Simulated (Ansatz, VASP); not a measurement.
## BaZrO3 in VASP and in Ansatz

```
Ba Zr O
1.0
     4.17682    0.00000    0.00000
     0.00000    4.17682    0.00000
     0.00000    0.00000    4.17682
Ba Zr O
1 1 3
Direct
  0.00000 0.00000 0.00000
  0.50000 0.50000 0.50000
  0.00000 0.50000 0.50000
  0.50000 0.50000 0.00000
  0.50000 0.00000 0.50000
```

Alike in both runs: task single point; functional r2SCAN; k mesh 6 × 6 × 6; occupations gaussian, width 0.05 eV; no spin polarisation.

|  | VASP | Ansatz |
| --- | --- | --- |
| version | VASP 6.6.1 | Ansatz 0.2.0 |
| potentials or method | VASP PAW PBE potentials, release 64 (Ba_sv, Zr_sv, O), cutoff 520 eV | scalar-relativistic, plane waves, PAW |
| valence electrons in the cell | 40 | 40 |

Ansatz gave:

| Item | Value |
| --- | --- |
| gap on the k mesh at the Fermi level (eV) | 3.78 |
| least direct gap on the mesh (eV) | 3.99 |
| pressure (GPa) | 3.4 |

Question: Which values does VASP return?

Answer: gap on the k mesh at the Fermi level (eV): 3.73; least direct gap on the mesh (eV): 3.96; pressure (GPa): 4.6.

VASP's potentials were made for PBE, not for r2SCAN. The functional is the same, so the differences come from potentials, cutoffs and numerics.

Spin-orbit coupling is off throughout.
